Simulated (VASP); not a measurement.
# Ge (P-1) in VASP: a series of runs

Ge is run at these levels: PBEsol; tasks: single point.

All numbers are computed with VASP 6.6.1; they aren't measurements. Logs are shortened: lines on timing, memory, paths and dates and some standing lists are left out, and cuts for length are marked.

## (1) The cell of the first run

The typed cell holds 1 atom: a = 2.981 Å, b = 2.963 Å, c = 2.914 Å, α = 61.22°, β = 60.32°, γ = 60.50°.

## (2) Single point, PBEsol

INCAR reads:

```
PREC = Accurate
ENCUT = 520
EDIFF = 1E-7
ISMEAR = 1
SIGMA = 0.05
LREAL = False
LASPH = True
NELM = 80
ALGO = Normal
ISIF = 2
LWAVE = False
LCHARG = False
GGA = PS
NBANDS = 13
```

KPOINTS reads:

```
regular mesh
0
Gamma
  8 8 8
```

POSCAR reads:

```
Ge
1.0
   -0.0282083000      2.1019966500      2.1134578200
    2.0716247400     -0.0325513900      2.1178009100
    2.0429605600      2.0776755600     -0.0038872100
Ge
1
Direct
    0.0000000000      0.0000000000      0.0000000000
```

Potentials or basis: VASP PAW PBE potentials, release 64 (Ge_d).

Command:

```console
> cat potpaw_PBE.64/Ge_d/POTCAR > POTCAR
> mpirun -np 1 vasp_std > vasp.out
```

OUTCAR:

```text
PREC = Accurate
   ENCUT = 520
   EDIFF = 1E-7
   ISMEAR = 1
   LREAL = False
   LASPH = True
   NELM = 80
   ISIF = 2
   GGA = PS

 ion  position               nearest neighbor table
   1  0.000  0.000  0.000-

  LATTYP: Found a triclinic cell.
 ALAT       =     2.9627300503
 B/A-ratio  =     1.0100697834
 C/A-ratio  =     1.0061399040
 COS(alpha) =     0.0053359435
 COS(beta)  =     0.4924352833
 COS(gamma) =     0.5212386751

  Lattice vectors:

 A1 = (  -2.0716247400,   0.0325513900,  -2.1178009100)
 A2 = (  -0.0286641800,   2.1102269500,  -2.1216881200)
 A3 = (   0.0282083000,  -2.1019966500,  -2.1134578200)

Analysis of symmetry for initial positions (statically):
=====================================================================
 Subroutine PRICEL returns:
 Original cell was already a primitive cell.

 Routine SETGRP: Setting up the symmetry group for a
 triclinic supercell.

 Subroutine GETGRP returns: Found  2 space group operations
 (whereof  2 operations were pure point group operations)
 out of a pool of  2 trial point group operations.

The static configuration has the point symmetry S_2 .

Analysis of symmetry for dynamics (positions and initial velocities):
=====================================================================
 Subroutine PRICEL returns:
 Original cell was already a primitive cell.

 Routine SETGRP: Setting up the symmetry group for a
 triclinic supercell.

 Subroutine GETGRP returns: Found  2 space group operations
 (whereof  2 operations were pure point group operations)
 out of a pool of  2 trial point group operations.

The dynamic configuration has the point symmetry S_2 .

 Subroutine INISYM returns: Found  2 space group operations
 (whereof  2 operations are pure point group operations),
 and found     1 'primitive' translations

----------------------------------------------------------------------------------------

                                     Primitive cell

  volume of cell :      18.4727

  direct lattice vectors                    reciprocal lattice vectors
    -0.028208300  2.101996650  2.113457820    -0.238187753  0.234650641  0.236601016
     2.071624740 -0.032551390  2.117800910     0.238148446 -0.233728457  0.235639525
     2.042960560  2.077675560 -0.003887210     0.244707081  0.240247785 -0.235678831

  length of vectors
     2.980920928  2.962730050  2.913835735     0.409602697  0.408496830  0.416107036

  position of ions in fractional coordinates (direct lattice)
[... 85 lines left out ...]
   POTIM  = 0.5000    time-step for ionic-motion
   TEBEG  =    0.0;   TEEND  =   0.0 temperature during run
   PSTRESS=    0.0 pullay stress
   NELECT =      14.0000    total number of electrons
   NUPDOWN=      -1.0000    fix difference up-down
   EMIN   =  10.00;   EMAX   =-10.00  energy-range for DOS
   EFERMI =   0.00;   METHOD = LEGACY
   ISMEAR =     1;   SIGMA  =   0.05  broadening in eV -4-tet -1-fermi 0-gaus
   EFERMI_NEDOS =   21; number of points for ismear=-14 and -15
   IALGO  =     38    algorithm
   IMIX   =      4    mixing-type and parameters
     AMIX     =   0.40;   BMIX     =  1.00
     AMIX_MAG =   1.60;   BMIX_MAG =  1.00
  volume/ion in A,a.u.               =      18.47       124.66
  Fermi-wavevector in a.u.,A,eV,Ry     =   1.492590  2.820586 30.311398  2.227825
  Thomas-Fermi vector in A             =   2.605099
   LORBIT       =      0    0 simple, 1 ext, 2 COOP (PROOUT), +10 PAW based schemes
   GGA     = PS    functional components
   LHFCALC =     F    Hartree Fock is set to
   AEXX    =    0.0000 exact exchange contribution
   IVDW    =     0    specifies the selected vdW correction
   LEPSILON=     F    determine dielectric tensor
   LRPA    =     F    only Hartree local field effects (RPA)
 non-spin polarized calculation
 Methfessel and Paxton  Order N= 1 SIGMA  =   0.05
  energy-cutoff  :      520.00
  volume of cell :       18.47
 maximum number of plane-waves:       527
 NGX is ok and might be reduce to    24
   NGX = 11   NGY = 11   NGZ = 11

 number of electron      13.9999997 magnetization

 Free energy of the ion-electron system (eV)
  ---------------------------------------------------
  ext. energy  EPLUGINS =         0.00000000
  ---------------------------------------------------
  free energy    TOTEN  =        -4.67118094 eV

  energy without entropy =       -4.67106556  energy(sigma->0) =       -4.67114248

 E-fermi :   7.0454     XC(G=0): -11.5413

 val. band max:        7.0342532958   @ k =  -0.3750   0.0000   0.2500
 cond. band min:       7.0495019407   @ k =  -0.0000  -0.2500   0.2500
 fundamental gap:      0.0152486449
 Fermi energy:         7.0454065505

 k-point     1 :       0.0000    0.0000    0.0000
  band No.  band energies     occupation
      1     -17.7566      2.00000
      2     -17.7540      2.00000
      3     -17.7410      2.00000
      4     -17.6993      2.00000
      5     -17.6925      2.00000
      6      -6.4741      2.00000
      7      15.7169      0.00000
      8      16.0624      0.00000
      9      16.4426      0.00000
     10      20.7040      0.00000
     11      20.9917      0.00000
     12      21.6111      0.00000
     13      22.1065      0.00000
[... 354 lines left out ...]
  band No.  band energies     occupation
      1     -17.7901      2.00000
      2     -17.7429      2.00000
      3     -17.6843      2.00000
      4     -17.6755      2.00000
      5     -17.6522      2.00000
      6      -2.9912      2.00000
      7       7.2946     -0.00000
      8       9.7963      0.00000
      9      11.5903      0.00000
     10      15.5783      0.00000
     11      17.2700      0.00000
     12      27.4842      0.00000
     13      28.2943      0.00000

 [... further k-points ...]

------------------------ aborting loop because EDIFF is reached ----------------------------------------

  FORCE on cell =-STRESS in cart. coord.  units (eV):
  Direction    XX          YY          ZZ          XY          YZ          ZX
  --------------------------------------------------------------------------------------
  -------------------------------------------------------------------------------------
  Total        0.0677320      0.0244752      0.1368486     -0.1067847     -0.0331089     -0.0559991
  in kB        5.8745316      2.1227846     11.8691602     -9.2616593     -2.8716007     -4.8569155
  external PRESSURE =       6.6221588 kB  Pullay stress =       0.0000000 kB

 VOLUME and BASIS-vectors are now :
 -----------------------------------------------------------------------------
  energy-cutoff  :      520.00
  volume of cell :       18.47
      direct lattice vectors                 reciprocal lattice vectors
    -0.028208300  2.101996650  2.113457820    -0.238187753  0.234650641  0.236601016
     2.071624740 -0.032551390  2.117800910     0.238148446 -0.233728457  0.235639525
     2.042960560  2.077675560 -0.003887210     0.244707081  0.240247785 -0.235678831

 POSITION                                       TOTAL-FORCE (eV/Angst)
 -----------------------------------------------------------------------------------
      0.00000      0.00000      0.00000         0.000000     -0.000000     -0.000000
 -----------------------------------------------------------------------------------
    total drift:                               -0.000000      0.000000     -0.000000

  FREE ENERGIE OF THE ION-ELECTRON SYSTEM (eV)
  ---------------------------------------------------
  free  energy   TOTEN  =        -4.6711809387 eV

  energy  without entropy=       -4.6710655585  energy(sigma->0) =       -4.67114248
```

OSZICAR:

```text
N       E                     dE             d eps       ncg     rms          rms(c)
DAV:   1     0.608144137193E+02    0.60814E+02   -0.71069E+03  7408   0.299E+03
DAV:   2     0.567714862489E+00   -0.60247E+02   -0.57516E+02  7095   0.411E+02
DAV:   3    -0.462449138662E+01   -0.51922E+01   -0.51710E+01  7828   0.693E+01
DAV:   4    -0.469067896541E+01   -0.66188E-01   -0.66180E-01  7875   0.848E+00
DAV:   5    -0.469128865800E+01   -0.60969E-03   -0.60969E-03  7955   0.878E-01    0.117E+00
DAV:   6    -0.467684878685E+01    0.14440E-01   -0.10964E-02  8605   0.233E+00    0.629E-01
DAV:   7    -0.467144958273E+01    0.53992E-02   -0.59285E-03  8550   0.133E+00    0.741E-02
DAV:   8    -0.467117637322E+01    0.27321E-03   -0.49399E-04  8170   0.531E-01    0.242E-02
DAV:   9    -0.467118053788E+01   -0.41647E-05   -0.51682E-06  7560   0.214E-02    0.511E-03
DAV:  10    -0.467118100246E+01   -0.46458E-06   -0.14347E-07  6150   0.771E-03    0.192E-04
DAV:  11    -0.467118093874E+01    0.63713E-07   -0.21904E-08  4775   0.330E-03
   1 F= -.46711809E+01 E0= -.46711425E+01  d E =-.115380E-03
```

stdout:

```text
POSCAR found type information on POSCAR Ge
 POSCAR found :  1 types and       1 ions
 scaLAPACK will be used
 -----------------------------------------------------------------------------
|                                                                             |
|                                                                             |
|     You enforced a specific xc type in the INCAR file but a different       |
|     I HOPE YOU KNOW WHAT YOU ARE DOING!                                     |
|                                                                             |
 -----------------------------------------------------------------------------

 LDA part: xc-table for (Slater+PW92), standard interpolation
 POSCAR, INCAR and KPOINTS ok, starting setup
 FFT: planning ... GRIDC
 FFT: planning ... GRID_SOFT
 FFT: planning ... GRID
 WAVECAR not read
 entering main loop
```

Wall time 38 s (1 thread of Intel Xeon Platinum 8259CL at 2.50GHz (Skylake/Cascade Lake), shared host); peak memory 0.18 GiB.

Results:

```
Free energy            : -4.6712 eV
Pressure               : 0.7 GPa
Band gap on the k mesh : zero (bands 7 and 8 overlap by 11.02 eV)
```

Caveat: the PAW data sets were made with another functional, which shifts forces and pressure a little.

## (3) Single point, PBEsol

INCAR reads:

```
PREC = Accurate
ENCUT = 520
EDIFF = 1E-6
ISMEAR = 1
SIGMA = 0.025
LREAL = F
LASPH = T
NELM = 100
ALGO = Normal
ISIF = 2
LWAVE = F
LCHARG = F
GGA = PS
NBANDS = 13
```

KPOINTS is that of step 2.

POSCAR is that of step 2.

Potentials or basis: VASP PAW PBE potentials, release 64 (Ge_d).

Command:

```console
> cat potpaw_PBE.64/Ge_d/POTCAR > POTCAR
> mpirun -np 1 vasp_std > vasp.out
```

Run time: 46 s. Hardware: 1 thread of Intel Xeon Platinum 8259CL at 2.50GHz (Skylake/Cascade Lake), shared host; peak memory 0.18 GiB.

It converged, with:

| Item | Value |
| --- | --- |
| Free energy | -4.6711 eV |
| Pressure | 0.6 GPa |
| Band gap on the k mesh | zero (bands 7 and 8 overlap by 11.02 eV) |

Stress tensor (GPa, compression positive):
```
 0.60 -1.07 -0.56
-1.07  0.12 -0.45
-0.56 -0.45  0.98
```

Levels at points of the mesh, in eV from the Fermi level:
| k point | band 5 | band 6 | band 7 | band 8 | band 9 | band 10 |
| --- | --- | --- | --- | --- | --- | --- |
| (0.00, 0.00, 0.00) | -24.74 | -13.52 | 8.67 | 9.02 | 9.40 | 13.66 |
| (0.50, 0.00, 0.00) | -24.69 | -8.23 | -5.87 | 6.77 | 7.33 | 12.08 |
| (0.00, 0.50, 0.00) | -24.69 | -8.28 | -5.89 | 6.85 | 7.37 | 12.17 |
| (0.50, 0.50, 0.00) | -24.68 | -5.87 | -4.64 | 2.26 | 3.12 | 6.20 |
| (0.00, 0.00, 0.50) | -24.68 | -7.94 | -5.80 | 6.60 | 6.89 | 11.99 |
| (0.50, 0.00, 0.50) | -24.67 | -5.76 | -4.58 | 2.50 | 2.69 | 6.41 |
| (0.00, 0.50, 0.50) | -24.67 | -5.45 | -4.39 | 2.27 | 2.39 | 6.09 |
| (0.50, 0.50, 0.50) | -24.68 | -7.89 | -5.79 | 6.52 | 6.86 | 11.91 |

Caveat: the PAW data sets were made with another functional, which shifts forces and pressure a little.

## (4) Single point, PBEsol

INCAR reads:

```
SYSTEM = Ge
PREC = Accurate
ENCUT = 520
EDIFF = 1E-7
ISMEAR = 1
SIGMA = 0.01
LREAL = .FALSE.
LASPH = .TRUE.
NELM = 60
ALGO = Normal
ISIF = 2
LWAVE = .FALSE.
LCHARG = .TRUE.
GGA = PS
LELF = .TRUE.
LVHAR = .TRUE.
NBANDS = 13
```

KPOINTS reads:

```
Automatic mesh
0
G
  8 8 8
  0 0 0
```

POSCAR is that of step 3.

Command:

```console
> cat potpaw_PBE.64/Ge_d/POTCAR > POTCAR
> mpirun -np 1 vasp_std > vasp.out
```

It took 48 s on 1 thread of Intel Xeon Platinum 8259CL at 2.50GHz (Skylake/Cascade Lake), shared host; peak memory 0.18 GiB.

It converged, with:

- Free energy: -4.6711 eV
- Pressure: 0.7 GPa
- Band gap on the k mesh: zero (bands 7 and 8 overlap by 11.02 eV)

Stress tensor (GPa, compression positive):
```
 0.57 -1.01 -0.61
-1.01  0.44 -0.56
-0.61 -0.56  0.98
```

Levels at points of the mesh, in eV from the Fermi level:
```csv
k point,band 4,band 5,band 6,band 7,band 8,band 9,band 10,band 11
"(0.00, 0.00, 0.00)",-24.75,-24.74,-13.52,8.67,9.02,9.40,13.66,13.94
"(0.50, 0.00, 0.00)",-24.70,-24.69,-8.23,-5.87,6.77,7.33,12.08,12.69
"(0.00, 0.50, 0.00)",-24.69,-24.69,-8.28,-5.89,6.84,7.37,12.17,12.78
"(0.50, 0.50, 0.00)",-24.68,-24.68,-5.88,-4.64,2.26,3.11,6.20,7.04
"(0.00, 0.00, 0.50)",-24.70,-24.69,-7.94,-5.80,6.60,6.89,11.99,12.47
"(0.50, 0.00, 0.50)",-24.68,-24.68,-5.76,-4.58,2.50,2.69,6.41,6.64
"(0.00, 0.50, 0.50)",-24.68,-24.68,-5.45,-4.40,2.26,2.39,6.09,6.44
"(0.50, 0.50, 0.50)",-24.70,-24.69,-7.89,-5.79,6.52,6.86,11.90,12.38
```

Caveat: the PAW data sets were made with another functional, which shifts forces and pressure a little.

## (5) Summary

```tsv
smearing	gap on the mesh (eV)	pressure (GPa)
methfessel-paxton 0.05 eV	none	0.7
methfessel-paxton 0.025 eV	none	0.6
methfessel-paxton 0.01 eV	none	0.7
```

Alike in all rows: task single point; level PBEsol; potentials or basis VASP PAW PBE potentials, release 64 (Ge_d); no spin polarisation; cell as given; k mesh 8 × 8 × 8; cutoff (eV) 520.

Caveats: the PAW data sets were made with another functional, which shifts forces and pressure a little.

Total energies depend on the potentials used, so only differences within one code and one set of settings carry meaning.
